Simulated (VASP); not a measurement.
# KBr in VASP: notebook

KBr is run at these levels: revPBE, BLYP, PBE-based screened hybrid, PBE; tasks: relaxation of cell and atoms, single point.

Program: VASP 6.6.1. These are calculated values, not measurements. Logs are shortened: lines on timing, memory, paths and dates and some standing lists are left out, and cuts for length are marked.

## Step 1: The cell of the first run

The structure is cubic, space group Fm-3m (No. 225). Conventional cell: a = 6.600 Å, b = 6.600 Å, c = 6.600 Å, α = 90.00°, β = 90.00°, γ = 90.00°. Br (site symmetry m-3m) has 6 K at 3.30 Å within 4.3 Å. K (site symmetry m-3m) has 6 Br at 3.30 Å within 4.3 Å.

## Step 2: Relaxation of cell and atoms, revPBE

The input, INCAR:

```
SYSTEM = KBr
ALGO = Normal
EDIFF = 1E-7
EDIFFG = -0.005
ENCUT = 600
GGA = RE
IBRION = 2
ISIF = 3
ISMEAR = -1
LASPH = .True.
LCHARG = .False.
LREAL = .False.
LWAVE = .False.
NELM = 100
NSW = 80
PREC = Accurate
SIGMA = 0.05
```

The input, KPOINTS:

```
k-points
0
Gamma
  7 7 7
  0 0 0
```

The input, POSCAR:

```
KBr
1.0
    0.0000000000      3.3000000000      3.3000000000
    3.3000000000      0.0000000000      3.3000000000
    3.3000000000      3.3000000000      0.0000000000
Br K
1 1
Direct
    0.5000000000      0.5000000000      0.5000000000
    0.0000000000      0.0000000000      0.0000000000
```

Potentials or basis: VASP PAW PBE potentials, release 64 (Br, K_sv).

On the command line:

```console
> cat potpaw_PBE.64/Br/POTCAR potpaw_PBE.64/K_sv/POTCAR > POTCAR
> mpirun -np 1 vasp_std > vasp.out
```

OUTCAR:

```text
SYSTEM = KBr
   EDIFF = 1E-7
   EDIFFG = -0.005
   ENCUT = 600
   GGA = RE
   IBRION = 2
   ISIF = 3
   ISMEAR = -1
   LASPH = .True.
   LREAL = .False.
   NELM = 100
   NSW = 80
   PREC = Accurate

 ion  position               nearest neighbor table
   1  0.500  0.500  0.500-   2 3.30   2 3.30   2 3.30   2 3.30   2 3.30   2 3.30
   2  0.000  0.000  0.000-   1 3.30   1 3.30   1 3.30   1 3.30   1 3.30   1 3.30

  LATTYP: Found a face centered cubic cell.
 ALAT       =     6.6000000000

  Lattice vectors:

 A1 = (   0.0000000000,   3.3000000000,   3.3000000000)
 A2 = (   3.3000000000,   0.0000000000,   3.3000000000)
 A3 = (   3.3000000000,   3.3000000000,   0.0000000000)

Analysis of symmetry for initial positions (statically):
=====================================================================
 Subroutine PRICEL returns:
 Original cell was already a primitive cell.

 Routine SETGRP: Setting up the symmetry group for a
 face centered cubic supercell.

 Subroutine GETGRP returns: Found 48 space group operations
 (whereof 48 operations were pure point group operations)
 out of a pool of 48 trial point group operations.

The static configuration has the point symmetry O_h .

Analysis of symmetry for dynamics (positions and initial velocities):
=====================================================================
 Subroutine PRICEL returns:
 Original cell was already a primitive cell.

 Routine SETGRP: Setting up the symmetry group for a
 face centered cubic supercell.

 Subroutine GETGRP returns: Found 48 space group operations
 (whereof 48 operations were pure point group operations)
 out of a pool of 48 trial point group operations.

The dynamic configuration has the point symmetry O_h .

 Subroutine INISYM returns: Found 48 space group operations
 (whereof 48 operations are pure point group operations),
 and found     1 'primitive' translations

----------------------------------------------------------------------------------------

                                     Primitive cell

  volume of cell :      71.8740

  direct lattice vectors                    reciprocal lattice vectors
     0.000000000  3.300000000  3.300000000    -0.151515152  0.151515152  0.151515152
     3.300000000  0.000000000  3.300000000     0.151515152 -0.151515152  0.151515152
     3.300000000  3.300000000  0.000000000     0.151515152  0.151515152 -0.151515152

  length of vectors
     4.666904756  4.666904756  4.666904756     0.262431941  0.262431941  0.262431941

  position of ions in fractional coordinates (direct lattice)
     0.500000000  0.500000000  0.500000000
     0.000000000  0.000000000  0.000000000

  ion indices of the primitive-cell ions
   primitive index   ion index
                 1           1
                 2           2

----------------------------------------------------------------------------------------

 KPOINTS: k-points

Automatic generation of k-mesh.
 Grid dimensions read from file:
 generate k-points for:    7    7    7

 Generating k-lattice:

  Cartesian coordinates                     Fractional coordinates (reciprocal lattice)
    -0.021645022  0.021645022  0.021645022     0.142857143  0.000000000  0.000000000
     0.021645022 -0.021645022  0.021645022     0.000000000  0.142857143  0.000000000
     0.021645022  0.021645022 -0.021645022     0.000000000  0.000000000  0.142857143

  Length of vectors
     0.037490277  0.037490277  0.037490277

  Shift w.r.t. Gamma in fractional coordinates (k-lattice)
     0.000000000  0.000000000  0.000000000

 Subroutine IBZKPT returns following result:
 ===========================================

 Found     20 irreducible k-points:

 Following reciprocal coordinates:
            Coordinates               Weight
  0.000000  0.000000  0.000000      1.000000
  0.142857  0.000000  0.000000      8.000000
  0.285714  0.000000  0.000000      8.000000
  0.428571  0.000000  0.000000      8.000000
  0.142857  0.142857  0.000000      6.000000
  0.285714  0.142857  0.000000     24.000000
[... 12 lines left out ...]
 -0.428571  0.428571  0.142857     24.000000
 -0.285714  0.428571  0.142857     24.000000
   k-points           NKPTS =     20   k-points in BZ     NKDIM =     20   number of bands    NBANDS=     12
   number of dos      NEDOS =    301   number of ions     NIONS =      2
   total plane-waves  NPLWV =  64000
   dimension x,y,z NGX =    40 NGY =   40 NGZ =   40
   dimension x,y,z NGXF=    80 NGYF=   80 NGZF=   80
   ions per type =               1   1
   NGX,Y,Z   is equivalent  to a cutoff of  14.25, 14.25, 14.25 a.u.
   NGXF,Y,Z  is equivalent  to a cutoff of  28.50, 28.50, 28.50 a.u.
 SYSTEM =  KBr
   PREC   = accura    normal or accurate (medium, high low for compatibility)
   ISTART =      0    job   : 0-new  1-cont  2-samecut
   ICHARG =      2    charge: 1-file 2-atom 10-const
   ISPIN  =      1    spin polarized calculation?
   LNONCOLLINEAR =      F non collinear calculations
   LSORBIT =      F    spin-orbit coupling
   LASPH  =      T    aspherical Exc in radial PAW
   ENCUT  =  600.0 eV  44.10 Ry    6.64 a.u.   9.32  9.32  9.32*2*pi/ulx,y,z
   NELM   =    100;   NELMIN=  2; NELMDL= -5     # of ELM steps
   EDIFF  = 0.1E-06   stopping-criterion for ELM
   LREAL  =      F    real-space projection
   EDIFFG = -.5E-02   stopping-criterion for IOM
   NSW    =     80    number of steps for IOM
   IBRION =      2    ionic relax: 0-MD 1-quasi-New 2-CG
   NFREE  =      1    steps in history (QN), initial steepest desc. (CG)
   ISIF   =      3    stress and relaxation
   ISYM   =      2    0-nonsym 1-usesym 2-fastsym
   POTIM  = 0.5000    time-step for ionic-motion
   TEBEG  =    0.0;   TEEND  =   0.0 temperature during run
   PSTRESS=    0.0 pullay stress
   NELECT =      16.0000    total number of electrons
   NUPDOWN=      -1.0000    fix difference up-down
   EMIN   =  10.00;   EMAX   =-10.00  energy-range for DOS
   EFERMI =   0.00;   METHOD = LEGACY
   ISMEAR =    -1;   SIGMA  =   0.05  broadening in eV -4-tet -1-fermi 0-gaus
   EFERMI_NEDOS =   21; number of points for ismear=-14 and -15
   IALGO  =     38    algorithm
   IMIX   =      4    mixing-type and parameters
     AMIX     =   0.40;   BMIX     =  1.00
     AMIX_MAG =   1.60;   BMIX_MAG =  1.00
  volume/ion in A,a.u.               =      35.94       242.51
  Fermi-wavevector in a.u.,A,eV,Ry     =   0.992181  1.874950 13.393889  0.984423
  Thomas-Fermi vector in A             =   2.123975
   LORBIT       =      0    0 simple, 1 ext, 2 COOP (PROOUT), +10 PAW based schemes
   GGA     = RE    functional components
   LHFCALC =     F    Hartree Fock is set to
   AEXX    =    0.0000 exact exchange contribution
   IVDW    =     0    specifies the selected vdW correction
   LEPSILON=     F    determine dielectric tensor
   LRPA    =     F    only Hartree local field effects (RPA)
 conjugate gradient relaxation of ions
 non-spin polarized calculation
  energy-cutoff  :      600.00
  volume of cell :       71.87
 maximum number of plane-waves:      2421
 NGX is ok and might be reduce to    40

--------------------------------------- Ionic step        1  -------------------------------------------

 number of electron      16.0000000 magnetization

 Free energy of the ion-electron system (eV)
  ---------------------------------------------------
  ext. energy  EPLUGINS =         0.00000000
  ---------------------------------------------------
  free energy    TOTEN  =        -5.86653104 eV

  energy without entropy =       -5.86653104  energy(sigma->0) =       -5.86653104

------------------------ aborting loop because EDIFF is reached ----------------------------------------

  FORCE on cell =-STRESS in cart. coord.  units (eV):
  Direction    XX          YY          ZZ          XY          YZ          ZX
  --------------------------------------------------------------------------------------
  -------------------------------------------------------------------------------------
  Total        0.8564588      0.8564588      0.8564588      0.0000000     -0.0000000      0.0000000
  in kB       19.0917278     19.0917278     19.0917278      0.0000000     -0.0000000      0.0000000
  external PRESSURE =      19.0917278 kB  Pullay stress =       0.0000000 kB

 VOLUME and BASIS-vectors are now :
 -----------------------------------------------------------------------------
  energy-cutoff  :      600.00
  volume of cell :       71.87
      direct lattice vectors                 reciprocal lattice vectors
     0.000000000  3.300000000  3.300000000    -0.151515152  0.151515152  0.151515152
     3.300000000  0.000000000  3.300000000     0.151515152 -0.151515152  0.151515152
     3.300000000  3.300000000  0.000000000     0.151515152  0.151515152 -0.151515152
[... 109 lines left out ...]
 POSITION                                       TOTAL-FORCE (eV/Angst)
 -----------------------------------------------------------------------------------
      3.45415      3.45415      3.45415        -0.000000      0.000000      0.000000
      0.00000      0.00000      0.00000         0.000000     -0.000000     -0.000000
 -----------------------------------------------------------------------------------
    total drift:                                0.000000     -0.000000     -0.000000

  FREE ENERGIE OF THE ION-ELECTRON SYSTEM (eV)
  ---------------------------------------------------
  free  energy   TOTEN  =        -5.9197469071 eV

  energy  without entropy=       -5.9197469070  energy(sigma->0) =       -5.91974691

--------------------------------------- Ionic step        5  -------------------------------------------

 number of electron      16.0000000 magnetization

 Free energy of the ion-electron system (eV)
  ---------------------------------------------------
  ext. energy  EPLUGINS =         0.00000000
  ---------------------------------------------------
  free energy    TOTEN  =        -5.91981653 eV

  energy without entropy =       -5.91981653  energy(sigma->0) =       -5.91981653

 E-fermi :  -1.0229     XC(G=0):  -6.5528

 val. band max:       -2.0988972889   @ k =   0.0000   0.0000   0.0000
 cond. band min:       2.3000516331   @ k =   0.0000   0.0000   0.0000
 fundamental gap:      4.3989489219
 Fermi energy:        -1.0229294528

 k-point     1 :       0.0000    0.0000    0.0000
  band No.  band energies     occupation
      1     -30.2837      2.00000
      2     -14.2131      2.00000
      3     -13.7171      2.00000
      4     -13.7171      2.00000
      5     -13.7171      2.00000
      6      -2.0989      2.00000
      7      -2.0989      2.00000
      8      -2.0989      2.00000
      9       2.3001      0.00000
     10       5.6134      0.00000
     11       5.6134      0.00000
     12       5.6134      0.00000

 k-point     2 :       0.1429    0.0000    0.0000
  band No.  band energies     occupation
      1     -30.2832      2.00000
      2     -14.2584      2.00000
      3     -13.7178      2.00000
      4     -13.7178      2.00000
      5     -13.6634      2.00000
      6      -2.3069      2.00000
      7      -2.1448      2.00000
      8      -2.1448      2.00000
      9       2.7251      0.00000
     10       5.4995      0.00000
     11       5.8215      0.00000
     12       5.8215      0.00000
[... 290 lines left out ...]
 POSITION                                       TOTAL-FORCE (eV/Angst)
 -----------------------------------------------------------------------------------
      3.44824      3.44824      3.44824         0.000000     -0.000000     -0.000000
      0.00000      0.00000      0.00000        -0.000000      0.000000      0.000000
 -----------------------------------------------------------------------------------
    total drift:                                0.000000     -0.000000     -0.000000

  FREE ENERGIE OF THE ION-ELECTRON SYSTEM (eV)
  ---------------------------------------------------
  free  energy   TOTEN  =        -5.9198165346 eV

  energy  without entropy=       -5.9198165346  energy(sigma->0) =       -5.91981653

 reached required accuracy - stopping structural energy minimisation
```

Run time: 2.3 min. Hardware: 1 thread of Intel Xeon 6975P-C, shared host; peak memory 0.26 GiB.

What came out:

* Free energy: -5.9198 eV
* Relaxed volume: 41.00 Å³/atom
* Relaxed cell: a = 4.877 Å, b = 4.877 Å, c = 4.877 Å, α = 60.00°, β = 60.00°, γ = 60.00°
* Space group after relaxing (to 0.05 Å): Fm-3m (No. 225)
* Energy gained by relaxing: 26.6 meV/atom
* Ionic steps: 5
* Pressure after relaxing: 0.0 GPa
* Band gap on the k mesh: 4.40 eV, direct

Step by step:
```tsv
step	energy change (eV)	largest force (eV/Å)	pressure (GPa)	volume (Å³)
1	0.0000	0.0000	1.91	71.87
2	-0.0389	0.0000	0.89	76.42
3	-0.0470	0.0000	-0.47	86.13
4	-0.0532	0.0000	-0.05	82.42
5	-0.0533	0.0000	0.00	82.00
```

Final structure:
```yaml
crystal:
  lattice:
    - [0.00000, 3.44824, 3.44824]
    - [3.44824, 0.00000, 3.44824]
    - [3.44824, 3.44824, 0.00000]
  atoms:
    - { symbol: Br, position: [0.50000, 0.50000, 0.50000] }
    - { symbol: K, position: [0.00000, 0.00000, 0.00000] }
```

Caveat: the PAW data sets were made with another functional, which shifts forces and pressure a little; the volume moved by +14 % from the deposited cell, more than functionals usually miss. A k mesh can miss the band edges.

## Step 3: Relaxation of cell and atoms, BLYP

The input, INCAR:

```
SYSTEM = KBr
PREC     = Accurate       ! precision mode
ENCUT    = 600            ! plane-wave cutoff, eV
EDIFF    = 1E-6           ! SCF threshold, eV
ISMEAR   = -1             ! smearing method
SIGMA    = 0.05           ! smearing width, eV
LREAL    = .FALSE.        ! projectors in reciprocal space
LASPH    = .TRUE.         ! aspherical terms in the spheres
NELM     = 60             ! most SCF steps
ALGO     = Normal         ! electronic algorithm
ISIF     = 3              ! what is computed and relaxed
LWAVE    = .FALSE.        ! write WAVECAR
LCHARG   = .FALSE.        ! write CHGCAR
GGA      = B5             ! functional
ALDAX    = 1.0          
AGGAX    = 1.0          
AGGAC    = 1.0          
ALDAC    = 0.0          
IBRION   = 2              ! ionic algorithm
NSW      = 80             ! ionic steps
EDIFFG   = -0.005         ! ionic threshold
```

The input, KPOINTS:

```
regular mesh
0
G
  7 7 7
  0 0 0
```

POSCAR is that of step 2.

Potentials or basis: VASP PAW PBE potentials, release 64 (Br, K_sv).

On the command line:

```console
> cat potpaw_PBE.64/Br/POTCAR potpaw_PBE.64/K_sv/POTCAR > POTCAR
> mpirun -np 1 vasp_std > vasp.out
```

It took 2.6 min on 1 thread of Intel Xeon 6975P-C, shared host; peak memory 0.26 GiB.

Results (log left out):

```
Free energy                            : -5.8339 eV
Relaxed volume                         : 39.74 Å³/atom
Relaxed cell                           : a = 4.826 Å, b = 4.826 Å, c = 4.826 Å, α = 60.00°, β = 60.00°, γ = 60.00°
Space group after relaxing (to 0.05 Å) : Fm-3m (No. 225)
Energy gained by relaxing              : 16.5 meV/atom
Ionic steps                            : 4
Pressure after relaxing                : 0.0 GPa
Band gap on the k mesh                 : 4.18 eV, direct
```

The path:
```tsv
step	energy change (eV)	largest force (eV/Å)	pressure (GPa)	volume (Å³)
1	0.0000	0.0000	1.54	71.87
2	-0.0250	0.0000	0.69	75.53
3	-0.0328	0.0000	-0.10	80.08
4	-0.0330	0.0000	0.00	79.49
```

Final structure:
```cif
data_structure
_symmetry_space_group_name_H-M 'P 1'
_symmetry_Int_Tables_number 1
_cell_length_a 4.8262
_cell_length_b 4.8262
_cell_length_c 4.8262
_cell_angle_alpha 60.000
_cell_angle_beta 60.000
_cell_angle_gamma 60.000
_cell_volume 79.49
loop_
_atom_site_label
_atom_site_type_symbol
_atom_site_fract_x
_atom_site_fract_y
_atom_site_fract_z
_atom_site_occupancy
Br1 Br 0.50000 0.50000 0.50000 1
K1 K 0.00000 0.00000 0.00000 1
```

Levels at points of the mesh, in eV from the valence-band top:
```
           k point  band 6  band 7  band 8  band 9  band 10  band 11
(0.00, 0.00, 0.00)    0.00    0.00    0.00    4.18     7.49     7.49
```

Caveat: the PAW data sets were made with another functional, which shifts forces and pressure a little; the volume moved by +11 % from the deposited cell, more than functionals usually miss.

## Step 4: Single point, PBE-based screened hybrid

POSCAR is that of step 3.

The input, INCAR.step1:

```
  PREC = Accurate
  ENCUT = 520
  EDIFF = 1E-5
  ISMEAR = -1
  SIGMA = 0.05
  LREAL = F
  LASPH = T
  NELM = 80
  ALGO = Normal
  ISIF = 2
  LWAVE = T
  GGA = PE
  NBANDS = 15
```

The input, INCAR.step2:

```
  PREC = Accurate
  ENCUT = 520
  EDIFF = 1E-7
  ISMEAR = -1
  SIGMA = 0.05
  LREAL = F
  LASPH = T
  NELM = 80
  ALGO = Normal
  ISIF = 2
  LWAVE = F
  LCHARG = T
  GGA = PE
  LHFCALC = T
  AEXX = 0.05
  HFSCREEN = 0.2
  PRECFOCK = Normal
  LELF = T
  LVHAR = T
  ISTART = 1
  NBANDS = 15
```

The input, KPOINTS:

```
Automatic mesh
0
Gamma
  4 4 4
```

On the command line:

```console
> cat potpaw_PBE.64/Br/POTCAR potpaw_PBE.64/K_sv/POTCAR > POTCAR
> cp INCAR.step1 INCAR
> mpirun -np 1 vasp_std > vasp.out
> cp INCAR.step2 INCAR
> mpirun -np 1 vasp_std > vasp.out
```

Run time: 8.4 min. Hardware: 1 thread of Intel Xeon 6975P-C, shared host; peak memory 0.32 GiB.

Results (log left out):

- Free energy: -6.4049 eV
- Pressure: 0.7 GPa
- Band gap on the k mesh: 4.67 eV, direct

Levels at points of the mesh, in eV from the valence-band top:
```
           k point  band 4  band 5  band 6  band 7  band 8  band 9  band 10  band 11  band 12  band 13
(0.00, 0.00, 0.00)  -11.43  -11.43    0.00    0.00    0.00    4.67     7.88     7.88     7.88     8.73
(0.50, 0.00, 0.00)  -11.43  -11.18   -1.19   -0.34   -0.34    6.82     8.51    10.09    10.09    10.34
(0.50, 0.50, 0.00)  -11.46  -11.46   -0.83   -0.29   -0.29    6.11     7.46     9.69     9.77    10.00
```

Caveat: the PAW data sets were made with another functional, which shifts forces and pressure a little.

## Step 5: Single point, PBE (atoms moved at random)

The input, INCAR:

```
PREC     = Accurate       # precision mode
ENCUT    = 520            # plane-wave cutoff, eV
EDIFF    = 1E-7           # SCF threshold, eV
ISMEAR   = -1             # smearing method
SIGMA    = 0.05           # smearing width, eV
LREAL    = F              # projectors in reciprocal space
LASPH    = T              # aspherical terms in the spheres
NELM     = 60             # most SCF steps
ALGO     = Normal         # electronic algorithm
ISIF     = 2              # what is computed and relaxed
LWAVE    = F              # write WAVECAR
LCHARG   = F              # write CHGCAR
GGA      = PE             # functional
NBANDS   = 15             # bands
```

The input, KPOINTS:

```
Automatic mesh
0
Gamma
  7 7 7
```

The input, POSCAR:

```
KBr
1.0
    0.0000000000      3.3000000000      3.3000000000
    3.3000000000      0.0000000000      3.3000000000
    3.3000000000      3.3000000000      0.0000000000
Br K
1 1
Direct
    0.4981360000      0.5049930000      0.5047960000
   -0.0032670000      0.0131940000     -0.0053410000
```

On the command line:

```console
> cat potpaw_PBE.64/Br/POTCAR potpaw_PBE.64/K_sv/POTCAR > POTCAR
> mpirun -np 1 vasp_std > vasp.out
```

Wall time 68 s (1 thread of Intel Xeon 6975P-C (Granite Rapids), shared host); peak memory 0.33 GiB.

The run converged. Its results:

```yaml
Free_energy: -6.2138 eV
Pressure: 0.8 GPa
Largest_force: 0.056 eV/Å
Band_gap_on_the_k_mesh: 4.43 eV, direct
```

Forces on the atoms (eV/Å):
```
Br  -0.008 -0.047  0.028
K    0.008  0.047 -0.028
```

Levels at points of the mesh, in eV from the valence-band top:
| k point | band 6 | band 7 | band 8 | band 9 | band 10 | band 11 |
| --- | --- | --- | --- | --- | --- | --- |
| (0.00, 0.00, 0.00) | 0.00 | 0.00 | 0.00 | 4.43 | 7.60 | 7.61 |

Caveat: the cell differs from its parent crystal (atoms moved at random).

## Step 6: The runs side by side

```tsv
task	level	cell	k mesh	cutoff (eV)	grid for exact exchange (PRECFOCK)	share of exact exchange	screening parameter	gap on the mesh (eV)	pressure (GPa)	relaxed volume (Å³/atom)
relaxation of cell and atoms	revPBE	relaxed	7 × 7 × 7	600	-	-	-	4.40	0.0	41.00
relaxation of cell and atoms	BLYP	relaxed	7 × 7 × 7	600	-	-	-	4.18	0.0	39.74
single point	PBE-based screened hybrid	as given	4 × 4 × 4	520	Normal	0.05	0.2 1/Å	4.67	0.7	-
single point	PBE	as given	7 × 7 × 7	520	-	-	-	4.43	0.8	-
```

Some of these runs hold the atoms at other places in the same cell, which the table doesn't show; runs alike in all that it shows share one row.

Alike in all rows: potentials or basis VASP PAW PBE potentials, release 64 (Br, K_sv); no spin polarisation; smearing fermi-dirac 0.05 eV.

Caveats: the PAW data sets were made with another functional, which shifts forces and pressure a little (some runs); the volume moved by +14 % from the deposited cell, more than functionals usually miss (some runs); the volume moved by +11 % from the deposited cell, more than functionals usually miss (some runs).

Absolute energies hang on the potentials; compare differences alone.
